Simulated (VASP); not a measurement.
# Ta3N4 (P-3m1) in VASP: further runs

Ta3N4 is run at these levels: PBE+D3(BJ); tasks: relaxation of cell and atoms, single point.

Program: VASP 6.6.1. These are calculated values, not measurements. Logs are shortened: lines on timing, memory, paths and dates and some standing lists are left out, and cuts for length are marked.

## (1) The cell of the first run

Symmetry: P-3m1, No. 164, trigonal system. The conventional cell has a = 3.031 Å, b = 3.031 Å, c = 9.728 Å, α = 90.00°, β = 90.00°, γ = 120.00°. Ta (site symmetry -3m) has 6 N at 2.15 Å and 2 Ta at 2.50 Å within 2.8 Å. Ta (site symmetry 3m) has 6 N at 2.15 Å and 1 Ta at 2.50 Å within 2.8 Å. Within 2.8 Å of N (site symmetry 3m) lie 6 Ta at 2.15 Å. Within 2.9 Å of N (site symmetry 3m) lie 3 Ta at 2.15 Å and 3 N at 2.84 Å.

## (2) Relaxation of cell and atoms, PBE+D3(BJ)

INCAR reads:

```
PREC = Accurate
ENCUT = 600
EDIFF = 1E-6
ISMEAR = 0
SIGMA = 0.1
LREAL = False
LASPH = True
NELM = 60
ALGO = Normal
ISIF = 3
LWAVE = False
LCHARG = False
GGA = PE
IVDW = 12
IBRION = 2
NSW = 90
EDIFFG = -0.04
```

KPOINTS reads:

```
Automatic mesh
0
Gamma
  6 6 2
```

POSCAR reads:

```
Ta3N4
1.0
    3.0315000000      0.0000000000      0.0000000000
   -1.5157500000      2.6253560100      0.0000000000
    0.0000000000      0.0000000000      9.7280699100
Ta N
3 4
Direct
    0.0000000000      0.0000000000      0.0000000000
    0.0000000000      0.0000000000      0.2567142300
    0.0000000000      0.0000000000      0.7432857700
    0.3333333300      0.6666666700      0.8716428800
    0.6666666700      0.3333333300      0.1283571200
    0.3333333300      0.6666666700      0.3850713500
    0.6666666700      0.3333333300      0.6149286500
```

Potentials or basis: VASP PAW PBE potentials, release 64 (Ta_pv, N).

Launch:

```
$ cat potpaw_PBE.64/Ta_pv/POTCAR potpaw_PBE.64/N/POTCAR > POTCAR
$ mpirun -np 1 vasp_std > vasp.out
```

OUTCAR:

```text
PREC = Accurate
   ENCUT = 600
   EDIFF = 1E-6
   ISMEAR = 0
   LREAL = False
   LASPH = True
   NELM = 60
   ISIF = 3
   GGA = PE
   IVDW = 12
   IBRION = 2
   NSW = 90
   EDIFFG = -0.04
 IVDW          = 12

 ion  position               nearest neighbor table
   1  0.000  0.000  0.000-   4 2.15   5 2.15   4 2.15   5 2.15   5 2.15   4 2.15   2 2.50   3 2.50

   2  0.000  0.000  0.257-   5 2.15   5 2.15   5 2.15   6 2.15   6 2.15   6 2.15   1 2.50
   3  0.000  0.000  0.743-   4 2.15   4 2.15   4 2.15   7 2.15   7 2.15   7 2.15   1 2.50
   4  0.333  0.667  0.872-   3 2.15   3 2.15   3 2.15   1 2.15   1 2.15   1 2.15
   5  0.667  0.333  0.128-   2 2.15   2 2.15   2 2.15   1 2.15   1 2.15   1 2.15
   6  0.333  0.667  0.385-   2 2.15   2 2.15   2 2.15
   7  0.667  0.333  0.615-   3 2.15   3 2.15   3 2.15

  LATTYP: Found a hexagonal cell.
 ALAT       =     3.0315000000
 C/A-ratio  =     3.2089955171

  Lattice vectors:

 A1 = (   3.0315000000,   0.0000000000,   0.0000000000)
 A2 = (  -1.5157500000,   2.6253560100,   0.0000000000)
 A3 = (   0.0000000000,   0.0000000000,   9.7280699100)

Analysis of symmetry for initial positions (statically):
=====================================================================
 Subroutine PRICEL returns:
 Original cell was already a primitive cell.

 Routine SETGRP: Setting up the symmetry group for a
 hexagonal supercell.

 Subroutine GETGRP returns: Found 12 space group operations
 (whereof 12 operations were pure point group operations)
 out of a pool of 24 trial point group operations.

The static configuration has the point symmetry D_3d.

Analysis of symmetry for dynamics (positions and initial velocities):
=====================================================================
 Subroutine PRICEL returns:
 Original cell was already a primitive cell.

 Routine SETGRP: Setting up the symmetry group for a
 hexagonal supercell.

 Subroutine GETGRP returns: Found 12 space group operations
 (whereof 12 operations were pure point group operations)
 out of a pool of 24 trial point group operations.

The dynamic configuration has the point symmetry D_3d.

 Subroutine INISYM returns: Found 12 space group operations
 (whereof 12 operations are pure point group operations),
 and found     1 'primitive' translations

----------------------------------------------------------------------------------------

                                     Primitive cell

  volume of cell :      77.4234

  direct lattice vectors                    reciprocal lattice vectors
     3.031500000  0.000000000  0.000000000     0.329869701  0.190450361  0.000000000
    -1.515750000  2.625356010  0.000000000     0.000000000  0.380900722  0.000000000
     0.000000000  0.000000000  9.728069910     0.000000000  0.000000000  0.102795314

  length of vectors
     3.031500000  3.031499999  9.728069910     0.380900722  0.380900722  0.102795314

  position of ions in fractional coordinates (direct lattice)
     0.000000000  0.000000000  0.000000000
     0.000000000  0.000000000  0.256714230
     0.000000000  0.000000000  0.743285770
     0.333333330  0.666666670  0.871642880
     0.666666670  0.333333330  0.128357120
     0.333333330  0.666666670  0.385071350
     0.666666670  0.333333330  0.614928650

  ion indices of the primitive-cell ions
   primitive index   ion index
                 1           1
                 2           2
                 3           3
                 4           4
                 5           5
                 6           6
                 7           7

----------------------------------------------------------------------------------------

 KPOINTS: Automatic mesh

Automatic generation of k-mesh.
 Grid dimensions read from file:
 generate k-points for:    6    6    2

 Generating k-lattice:

  Cartesian coordinates                     Fractional coordinates (reciprocal lattice)
     0.054978284  0.031741727  0.000000000     0.166666667 -0.000000000  0.000000000
     0.000000000  0.063483454  0.000000000     0.000000000  0.166666667  0.000000000
     0.000000000  0.000000000  0.051397657     0.000000000  0.000000000  0.500000000

  Length of vectors
     0.063483454  0.063483454  0.051397657

  Shift w.r.t. Gamma in fractional coordinates (k-lattice)
     0.000000000  0.000000000  0.000000000

 Subroutine IBZKPT returns following result:
 ===========================================

 Found     14 irreducible k-points:

 Following reciprocal coordinates:
            Coordinates               Weight
  0.000000  0.000000  0.000000      1.000000
  0.166667  0.000000  0.000000      6.000000
  0.333333  0.000000  0.000000      6.000000
  0.500000 -0.000000  0.000000      3.000000
  0.166667  0.166667  0.000000      6.000000
  0.333333  0.166667  0.000000     12.000000
  0.333333  0.333333  0.000000      2.000000
  0.000000  0.000000  0.500000      1.000000
  0.166667  0.000000  0.500000      6.000000
  0.333333  0.000000  0.500000      6.000000
  0.500000 -0.000000  0.500000      3.000000
  0.166667  0.166667  0.500000      6.000000
  0.333333  0.166667  0.500000     12.000000
  0.333333  0.333333  0.500000      2.000000
   k-points           NKPTS =     14   k-points in BZ     NKDIM =     14   number of bands    NBANDS=     31
   number of dos      NEDOS =    301   number of ions     NIONS =      7
   total plane-waves  NPLWV =  46080
   dimension x,y,z NGX =    24 NGY =   24 NGZ =   80
   dimension x,y,z NGXF=    48 NGYF=   48 NGZF=  160
   ions per type =               3   4
   NGX,Y,Z   is equivalent  to a cutoff of  13.16, 13.16, 13.67 a.u.
   NGXF,Y,Z  is equivalent  to a cutoff of  26.32, 26.32, 27.34 a.u.
 SYSTEM =  unknown system
   PREC   = accura    normal or accurate (medium, high low for compatibility)
   ISTART =      0    job   : 0-new  1-cont  2-samecut
   ICHARG =      2    charge: 1-file 2-atom 10-const
   ISPIN  =      1    spin polarized calculation?
   LNONCOLLINEAR =      F non collinear calculations
   LSORBIT =      F    spin-orbit coupling
   LASPH  =      T    aspherical Exc in radial PAW
   ENCUT  =  600.0 eV  44.10 Ry    6.64 a.u.   6.05  6.05 19.43*2*pi/ulx,y,z
   NELM   =     60;   NELMIN=  2; NELMDL= -5     # of ELM steps
   EDIFF  = 0.1E-05   stopping-criterion for ELM
   LREAL  =      F    real-space projection
   EDIFFG = -.4E-01   stopping-criterion for IOM
   NSW    =     90    number of steps for IOM
   IBRION =      2    ionic relax: 0-MD 1-quasi-New 2-CG
   NFREE  =      1    steps in history (QN), initial steepest desc. (CG)
   ISIF   =      3    stress and relaxation
   ISYM   =      2    0-nonsym 1-usesym 2-fastsym
   POTIM  = 0.5000    time-step for ionic-motion
   TEBEG  =    0.0;   TEEND  =   0.0 temperature during run
   PSTRESS=    0.0 pullay stress
   NELECT =      53.0000    total number of electrons
   NUPDOWN=      -1.0000    fix difference up-down
   EMIN   =  10.00;   EMAX   =-10.00  energy-range for DOS
   EFERMI =   0.00;   METHOD = LEGACY
   ISMEAR =     0;   SIGMA  =   0.10  broadening in eV -4-tet -1-fermi 0-gaus
   EFERMI_NEDOS =   21; number of points for ismear=-14 and -15
   IALGO  =     38    algorithm
   IMIX   =      4    mixing-type and parameters
     AMIX     =   0.40;   BMIX     =  1.00
     AMIX_MAG =   1.60;   BMIX_MAG =  1.00
  volume/ion in A,a.u.               =      11.06        74.64
  Fermi-wavevector in a.u.,A,eV,Ry     =   1.442811  2.726517 28.323278  2.081702
  Thomas-Fermi vector in A             =   2.561289
   LORBIT       =      0    0 simple, 1 ext, 2 COOP (PROOUT), +10 PAW based schemes
   GGA     = PE    functional components
   LHFCALC =     F    Hartree Fock is set to
   AEXX    =    0.0000 exact exchange contribution
   IVDW    =    12    specifies the selected vdW correction
   LEPSILON=     F    determine dielectric tensor
   LRPA    =     F    only Hartree local field effects (RPA)
 conjugate gradient relaxation of ions
 non-spin polarized calculation
 Gauss-broadening in eV      SIGMA  =   0.10
  energy-cutoff  :      600.00
  volume of cell :       77.42
 maximum number of plane-waves:      2604
   NGX = 13   NGY = 13   NGZ = 39

--------------------------------------- Ionic step        1  -------------------------------------------

 number of electron      53.0000002 magnetization

 Free energy of the ion-electron system (eV)
  ---------------------------------------------------
  ext. energy  EPLUGINS =         0.00000000
  ---------------------------------------------------
  free energy    TOTEN  =       -70.62567540 eV

  energy without entropy =      -70.60990582  energy(sigma->0) =      -70.61779061

------------------------ aborting loop because EDIFF is reached ----------------------------------------

 Edisp (eV)   -2.72188

 E8    (eV) :    -1.2236

  FORCE on cell =-STRESS in cart. coord.  units (eV):
  Direction    XX          YY          ZZ          XY          YZ          ZX
  --------------------------------------------------------------------------------------
  -------------------------------------------------------------------------------------
  Total       6.79831     6.79831    14.67573    -0.00000     0.00000     0.00000
  in kB     140.68226   140.68226   303.69515    -0.00000     0.00000     0.00000
  external pressure =      195.02 kB  Pullay stress =        0.00 kB
[... 112 lines left out ...]
  FREE ENERGIE OF THE ION-ELECTRON SYSTEM (eV)
  ---------------------------------------------------
  free  energy   TOTEN  =       -76.5869550748 eV

  energy  without entropy=      -76.5597452899  energy(sigma->0) =      -76.57335018

[... ionic steps 4 to 10 ...]

--------------------------------------- Ionic step       11  -------------------------------------------

 number of electron      52.9999994 magnetization

------------------------ aborting loop because EDIFF is reached ----------------------------------------

 Edisp (eV)   -2.50820

 E8    (eV) :    -1.1254
[... 79 lines left out ...]
  energy  without entropy=      -76.8002739845  energy(sigma->0) =      -76.80764046

--------------------------------------- Ionic step       13  -------------------------------------------

 number of electron      52.9999995 magnetization

 Free energy of the ion-electron system (eV)
  ---------------------------------------------------
  ext. energy  EPLUGINS =         0.00000000
  ---------------------------------------------------
  free energy    TOTEN  =       -74.30345848 eV

  energy without entropy =      -74.28870359  energy(sigma->0) =      -74.29608104

 E-fermi :   6.9559     XC(G=0): -12.1027

 val. band max:        6.9204147112   @ k =   0.3333   0.3333   0.0000
 cond. band min:       6.9566153931   @ k =   0.1667   0.0000   0.5000
 fundamental gap:      0.0362006819
 Fermi energy:         6.9559424756

 k-point     1 :       0.0000    0.0000    0.0000
  band No.  band energies     occupation
      1     -29.4185      2.00000
      2     -29.2474      2.00000
      3     -28.9587      2.00000
      4     -28.9587      2.00000
      5     -28.9564      2.00000
      6     -28.9564      2.00000
[... 503 lines left out ...]
  FREE ENERGIE OF THE ION-ELECTRON SYSTEM (eV)
  ---------------------------------------------------
  free  energy   TOTEN  =       -76.8152964000 eV

  energy  without entropy=      -76.8005415056  energy(sigma->0) =      -76.80791895

 reached required accuracy - stopping structural energy minimisation
```

Wall time 9.2 min (1 thread of Intel Xeon 8259CL, shared host); peak memory 0.24 GiB.

What came out:

```yaml
Free_energy: -76.8153 eV
Relaxed_volume: 11.92 Å³/atom
Relaxed_cell: a = 3.110 Å, b = 3.110 Å, c = 9.962 Å, α = 90.00°, β = 90.00°, γ = 120.00°
Space_group_after_relaxing_to_0.1_Å: P-3m1 (No. 164)
Energy_gained_by_relaxing: 495.4 meV/atom
Ionic_steps: 13
Pressure_after_relaxing: 0.2 GPa
Largest_force_after_relaxing: 0.030 eV/Å
Band_gap_on_the_k_mesh: zero (an odd number of electrons rules out a gap without spin polarisation)
Dispersion_energy_per_atom: -0.359 eV
```

Forces on the atoms (eV/Å):
```
Ta   0.000  0.000  0.000
Ta   0.000  0.000  0.013
Ta   0.000  0.000 -0.013
N    0.000  0.000 -0.025
N    0.000  0.000  0.025
N    0.000  0.000 -0.030
N    0.000  0.000  0.030
```

Step by step:
```tsv
step	energy change (eV)	largest force (eV/Å)	pressure (GPa)	volume (Å³)
1	0.0000	9.8737	19.50	77.42
2	-1.3498	4.4600	-10.40	93.43
3	-3.2394	1.0274	-6.77	85.51
4	-3.2449	1.1587	-6.39	85.21
5	-3.2453	1.2296	-6.18	85.05
6	-3.2403	1.3739	13.67	80.47
7	-3.3582	0.9164	3.02	82.73
8	-3.4633	0.2053	0.86	83.24
9	-3.4658	0.0658	0.57	83.33
10	-3.4660	0.1072	-0.97	83.73
11	-3.4666	0.0593	-0.27	83.54
12	-3.4675	0.0460	-0.07	83.50
13	-3.4677	0.0297	0.24	83.43
```

Final structure:
```
Ta N
1.0
     3.10968    0.00000    0.00000
    -1.55484    2.69306    0.00000
     0.00000    0.00000    9.96220
Ta N
3 4
Cartesian
  0.0000 0.0000 0.0000
  3.1097 0.0000 2.8151
  0.0000 0.0000 7.1471
  0.0000 1.7954 8.6075
  1.5548 0.8977 1.3547
  0.0000 1.7954 3.6633
  1.5548 0.8977 6.2989
```

Levels at points of the mesh, in eV from the Fermi level:
```
           k point  band 23  band 24  band 25  band 26  band 27  band 28  band 29  band 30  band 31
(0.00, 0.00, 0.00)    -3.28    -2.78    -2.78    -1.30    -0.47    -0.47     0.42     0.42     1.18
(0.50, 0.00, 0.00)    -4.13    -3.71    -3.56    -2.50     0.52     1.23     2.11     2.33     2.49
(0.00, 0.00, 0.50)    -3.84    -2.81    -2.81    -0.88    -0.49    -0.49     0.49     0.49     1.13
(0.50, 0.00, 0.50)    -4.27    -3.80    -3.47    -2.58     0.69     1.01     2.18     2.21     2.47
```

Caveat: the k points lie up to 0.39 Å⁻¹ apart in the final cell, too coarse for converged energies and pressures of a metal; spin-orbit coupling is left out, which moves the levels of the heavy elements.

[end of part 1 of 2]
